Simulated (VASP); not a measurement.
# Ga in VASP: single point with PBE

Aim: the single point of Ga with PBE.

Everything below comes from runs of VASP 6.6.1. Logs are shortened: lines on timing, memory, paths and dates and some standing lists are left out, and cuts for length are marked.

## Step 1: The cell of the first run

The cell holds a slab with vacuum, 8 atoms: a = 2.808 Å, b = 4.458 Å, c = 24.828 Å, α = 90.00°, β = 90.00°, γ = 90.00°.

## Step 2: Single point, PBE

INCAR

```
  ALGO = Normal
  DIPOL = 0.5 0.5 0.500
  EDIFF = 1E-7
  ENCUT = 520
  GGA = PE
  IDIPOL = 3
  ISIF = 2
  ISMEAR = -1
  LASPH = True
  LCHARG = True
  LDIPOL = True
  LELF = True
  LREAL = False
  LVACPOTAV = True
  LVHAR = True
  LWAVE = False
  NBANDS = 62
  NELM = 100
  PREC = Accurate
  SIGMA = 0.05
```

KPOINTS

```
k-points
0
Gamma
  9 6 1
```

POSCAR

```
Ga
1.0
    2.8080000000      0.0000000000      0.0000000000
    0.0000000000      4.4580000000      0.0000000000
    0.0000000000      0.0000000000     24.8280000000
Ga
8
Direct
    0.5000000000      0.5000000000      0.3020782987
    0.0000000000      0.0000000000      0.3586273562
    0.5000000000      0.5000000000      0.4151764137
    0.0000000000      0.0000000000      0.4717254712
    0.5000000000      0.5000000000      0.5282745288
    0.0000000000      0.0000000000      0.5848235863
    0.5000000000      0.5000000000      0.6413726438
    0.0000000000      0.0000000000      0.6979217013
```

Potentials or basis: VASP PAW PBE potentials, release 64 (Ga_d).

On the command line:

```sh
cat potpaw_PBE.64/Ga_d/POTCAR > POTCAR
mpirun -np 1 vasp_std > vasp.out
```

OUTCAR:

```text
EDIFF = 1E-7
   ENCUT = 520
   GGA = PE
   ISIF = 2
   ISMEAR = -1
   LASPH = True
   LREAL = False
   NELM = 100
   PREC = Accurate

 ion  position               nearest neighbor table
   1  0.500  0.500  0.302-   3 2.81
   2  0.000  0.000  0.359-   4 2.81
   3  0.500  0.500  0.415-   1 2.81   5 2.81
   4  0.000  0.000  0.472-   2 2.81   6 2.81
   5  0.500  0.500  0.528-   7 2.81   3 2.81
   6  0.000  0.000  0.585-   8 2.81   4 2.81
   7  0.500  0.500  0.641-   5 2.81
   8  0.000  0.000  0.698-   6 2.81

  LATTYP: Found a simple orthorhombic cell.
 ALAT       =     2.8080000000
 B/A-ratio  =     1.5876068376
 C/A-ratio  =     8.8418803419

  Lattice vectors:

 A1 = (   2.8080000000,   0.0000000000,   0.0000000000)
 A2 = (   0.0000000000,   4.4580000000,   0.0000000000)
 A3 = (   0.0000000000,   0.0000000000,  24.8280000000)

Analysis of symmetry for initial positions (statically):
=====================================================================
 Subroutine PRICEL returns:
 Original cell was already a primitive cell.

 Routine SETGRP: Setting up the symmetry group for a
 simple orthorhombic supercell.

 Subroutine GETGRP returns: Found  8 space group operations
 (whereof  4 operations were pure point group operations)
 out of a pool of  8 trial point group operations.

The static configuration has the point symmetry C_2v.
 The point group associated with its full space group is D_2h.

Analysis of symmetry for dynamics (positions and initial velocities):
=====================================================================
 Subroutine PRICEL returns:
 Original cell was already a primitive cell.

 Routine SETGRP: Setting up the symmetry group for a
 simple orthorhombic supercell.

 Subroutine GETGRP returns: Found  8 space group operations
 (whereof  4 operations were pure point group operations)
 out of a pool of  8 trial point group operations.

The dynamic configuration has the point symmetry C_2v.
 The point group associated with its full space group is D_2h.

 Subroutine INISYM returns: Found  8 space group operations
 (whereof  4 operations are pure point group operations),
 and found     1 'primitive' translations

----------------------------------------------------------------------------------------

                                     Primitive cell

  volume of cell :     310.7985

  direct lattice vectors                    reciprocal lattice vectors
     2.808000000  0.000000000  0.000000000     0.356125356  0.000000000  0.000000000
     0.000000000  4.458000000  0.000000000     0.000000000  0.224315837  0.000000000
     0.000000000  0.000000000 24.828000000     0.000000000  0.000000000  0.040277106

  length of vectors
     2.808000000  4.458000000 24.828000000     0.356125356  0.224315837  0.040277106

  position of ions in fractional coordinates (direct lattice)
     0.500000000  0.500000000  0.302078299
     0.000000000  0.000000000  0.358627356
     0.500000000  0.500000000  0.415176414
     0.000000000  0.000000000  0.471725471
     0.500000000  0.500000000  0.528274529
     0.000000000  0.000000000  0.584823586
     0.500000000  0.500000000  0.641372644
     0.000000000  0.000000000  0.697921701

  ion indices of the primitive-cell ions
   primitive index   ion index
                 1           1
                 2           2
                 3           3
                 4           4
                 5           5
                 6           6
                 7           7
                 8           8

----------------------------------------------------------------------------------------

 KPOINTS: k-points

Automatic generation of k-mesh.
 Grid dimensions read from file:
 generate k-points for:    9    6    1

 Generating k-lattice:

  Cartesian coordinates                     Fractional coordinates (reciprocal lattice)
     0.039569484  0.000000000  0.000000000     0.111111111  0.000000000  0.000000000
     0.000000000  0.037385973  0.000000000     0.000000000  0.166666667  0.000000000
     0.000000000  0.000000000  0.040277106     0.000000000  0.000000000  1.000000000

  Length of vectors
     0.039569484  0.037385973  0.040277106

  Shift w.r.t. Gamma in fractional coordinates (k-lattice)
     0.000000000  0.000000000  0.000000000

 Subroutine IBZKPT returns following result:
 ===========================================

 Found     20 irreducible k-points:

 Following reciprocal coordinates:
            Coordinates               Weight
  0.000000  0.000000  0.000000      1.000000
  0.111111  0.000000  0.000000      2.000000
  0.222222  0.000000  0.000000      2.000000
  0.333333  0.000000  0.000000      2.000000
  0.444444  0.000000  0.000000      2.000000
  0.000000  0.166667  0.000000      2.000000
[... 12 lines left out ...]
  0.333333  0.500000  0.000000      2.000000
  0.444444  0.500000  0.000000      2.000000
   k-points           NKPTS =     20   k-points in BZ     NKDIM =     20   number of bands    NBANDS=     62
   number of dos      NEDOS =    301   number of ions     NIONS =      8
   total plane-waves  NPLWV = 165888
   dimension x,y,z NGX =    24 NGY =   36 NGZ =  192
   dimension x,y,z NGXF=    48 NGYF=   72 NGZF=  384
   ions per type =               8
   NGX,Y,Z   is equivalent  to a cutoff of  14.21, 13.42, 12.86 a.u.
   NGXF,Y,Z  is equivalent  to a cutoff of  28.42, 26.85, 25.71 a.u.
 SYSTEM =  unknown system
   PREC   = accura    normal or accurate (medium, high low for compatibility)
   ISTART =      0    job   : 0-new  1-cont  2-samecut
   ICHARG =      2    charge: 1-file 2-atom 10-const
   ISPIN  =      1    spin polarized calculation?
   LNONCOLLINEAR =      F non collinear calculations
   LSORBIT =      F    spin-orbit coupling
   LASPH  =      T    aspherical Exc in radial PAW
   ENCUT  =  520.0 eV  38.22 Ry    6.18 a.u.   5.22  8.29 46.16*2*pi/ulx,y,z
   NELM   =    100;   NELMIN=  2; NELMDL= -5     # of ELM steps
   EDIFF  = 0.1E-06   stopping-criterion for ELM
   LREAL  =      F    real-space projection
   EDIFFG = 0.1E-05   stopping-criterion for IOM
   NSW    =      0    number of steps for IOM
   IBRION =     -1    ionic relax: 0-MD 1-quasi-New 2-CG
   NFREE  =      0    steps in history (QN), initial steepest desc. (CG)
   ISIF   =      2    stress and relaxation
   ISYM   =      2    0-nonsym 1-usesym 2-fastsym
   POTIM  = 0.5000    time-step for ionic-motion
   TEBEG  =    0.0;   TEEND  =   0.0 temperature during run
   PSTRESS=    0.0 pullay stress
   NELECT =     104.0000    total number of electrons
   NUPDOWN=      -1.0000    fix difference up-down
   EMIN   =  10.00;   EMAX   =-10.00  energy-range for DOS
   EFERMI =   0.00;   METHOD = LEGACY
   ISMEAR =    -1;   SIGMA  =   0.05  broadening in eV -4-tet -1-fermi 0-gaus
   EFERMI_NEDOS =   21; number of points for ismear=-14 and -15
   IALGO  =     38    algorithm
   IMIX   =      4    mixing-type and parameters
     AMIX     =   0.40;   BMIX     =  1.00
     AMIX_MAG =   1.60;   BMIX_MAG =  1.00
  volume/ion in A,a.u.               =      38.85       262.17
  Fermi-wavevector in a.u.,A,eV,Ry     =   1.136562  2.147790 17.575629  1.291772
  Thomas-Fermi vector in A             =   2.273267
   LORBIT       =      0    0 simple, 1 ext, 2 COOP (PROOUT), +10 PAW based schemes
   GGA     = PE    functional components
   LHFCALC =     F    Hartree Fock is set to
   AEXX    =    0.0000 exact exchange contribution
   IVDW    =     0    specifies the selected vdW correction
   LEPSILON=     F    determine dielectric tensor
   LRPA    =     F    only Hartree local field effects (RPA)
 non-spin polarized calculation
  energy-cutoff  :      520.00
  volume of cell :      310.80
 maximum number of plane-waves:      8419
 NGX is ok and might be reduce to    24
   NGX = 11   NGY = 17   NGZ = 93

 dipolmoment           0.000000      0.000000     -0.000000 electrons x Angstroem

 number of electron     103.9999957 magnetization

 dipolmoment           0.000000      0.000000      0.000000 electrons x Angstroem

 Free energy of the ion-electron system (eV)
  ---------------------------------------------------
  ext. energy  EPLUGINS =         0.00000000
  ---------------------------------------------------
  free energy    TOTEN  =       -22.32186586 eV

  energy without entropy =      -22.29328617  energy(sigma->0) =      -22.30757601

 E-fermi :   0.6398     XC(G=0):  -5.9160

 val. band max:        0.5595762231   @ k =   0.2222   0.3333   0.0000
 cond. band min:       0.6567207714   @ k =   0.2222   0.5000   0.0000
 fundamental gap:      0.0971445482
 Fermi energy:         0.6398228685

 k-point     1 :       0.0000    0.0000    0.0000
  band No.  band energies     occupation
      1     -14.6048      2.00000
      2     -14.5454      2.00000
      3     -14.5188      2.00000
      4     -14.4949      2.00000
      5     -14.4705      2.00000
      6     -14.4581      2.00000
[... 54 lines left out ...]
     61       5.0274      0.00000
     62       5.6538      0.00000

 k-point     2 :       0.1111    0.0000    0.0000
  band No.  band energies     occupation
      1     -14.5707      2.00000
      2     -14.5053      2.00000
      3     -14.5022      2.00000
      4     -14.4588      2.00000
      5     -14.4426      2.00000
      6     -14.4290      2.00000
[... 54 lines left out ...]
     61       5.1572      0.00000
     62       5.2671      0.00000

 k-point     3 :       0.2222    0.0000    0.0000
  band No.  band energies     occupation
      1     -14.5127      2.00000
      2     -14.4741      2.00000
      3     -14.4728      2.00000
      4     -14.4386      2.00000
      5     -14.4305      2.00000
      6     -14.4211      2.00000
[... 1094 lines left out ...]
     61       4.3067      0.00000
     62       4.3067      0.00000

 k-point    20 :       0.4444    0.5000    0.0000
  band No.  band energies     occupation
      1     -14.4818      2.00000
      2     -14.4818      2.00000
      3     -14.4497      2.00000
      4     -14.4497      2.00000
      5     -14.4305      2.00000
      6     -14.4305      2.00000
[... 54 lines left out ...]
     61       3.9520      0.00000
     62       3.9520      0.00000

------------------------ aborting loop because EDIFF is reached ----------------------------------------

  FORCE on cell =-STRESS in cart. coord.  units (eV):
  Direction    XX          YY          ZZ          XY          YZ          ZX
  --------------------------------------------------------------------------------------
  -------------------------------------------------------------------------------------
  Total       -0.9705592      2.3042968      2.9153762      0.0000000      0.0000000      0.0000000
  in kB       -5.0032676     11.8787322     15.0288684      0.0000000      0.0000000      0.0000000
  external PRESSURE =       7.3014443 kB  Pullay stress =       0.0000000 kB

 VOLUME and BASIS-vectors are now :
 -----------------------------------------------------------------------------
  energy-cutoff  :      520.00
  volume of cell :      310.80
      direct lattice vectors                 reciprocal lattice vectors
     2.808000000  0.000000000  0.000000000     0.356125356  0.000000000  0.000000000
     0.000000000  4.458000000  0.000000000     0.000000000  0.224315837  0.000000000
     0.000000000  0.000000000 24.828000000     0.000000000  0.000000000  0.040277106

 POSITION                                       TOTAL-FORCE (eV/Angst)
 -----------------------------------------------------------------------------------
      1.40400      2.22900      7.50000         0.000000      0.000000     -0.094637
      0.00000      0.00000      8.90400         0.000000      0.000000     -0.305997
      1.40400      2.22900     10.30800         0.000000      0.000000      0.003388
      0.00000      0.00000     11.71200         0.000000      0.000000      0.086426
      1.40400      2.22900     13.11600         0.000000      0.000000     -0.086426
      0.00000      0.00000     14.52000         0.000000      0.000000     -0.003388
      1.40400      2.22900     15.92400         0.000000      0.000000      0.305997
      0.00000      0.00000     17.32800         0.000000      0.000000      0.094637
 -----------------------------------------------------------------------------------
    total drift:                                0.000000     -0.000000      0.000000

  FREE ENERGIE OF THE ION-ELECTRON SYSTEM (eV)
  ---------------------------------------------------
  free  energy   TOTEN  =       -22.3218658597 eV

  energy  without entropy=      -22.2932861673  energy(sigma->0) =      -22.30757601

 vacuum level on the upper side and lower side of the slab         4.728         4.728
```

It took 21 min on 1 thread of Intel Xeon 8259CL, shared host; peak memory 0.54 GiB.

Results:

- Free energy: -22.3219 eV
- Largest force: 0.306 eV/Å
- Band gap on the k mesh: zero (bands 52 and 53 overlap by 1.70 eV)

Forces in eV/Å, atoms in the order of the input:
```
Ga   0.000  0.000 -0.095
Ga   0.000  0.000 -0.306
Ga   0.000  0.000  0.003
Ga   0.000  0.000  0.086
Ga   0.000  0.000 -0.086
Ga   0.000  0.000 -0.003
Ga   0.000  0.000  0.306
Ga   0.000  0.000  0.095
```
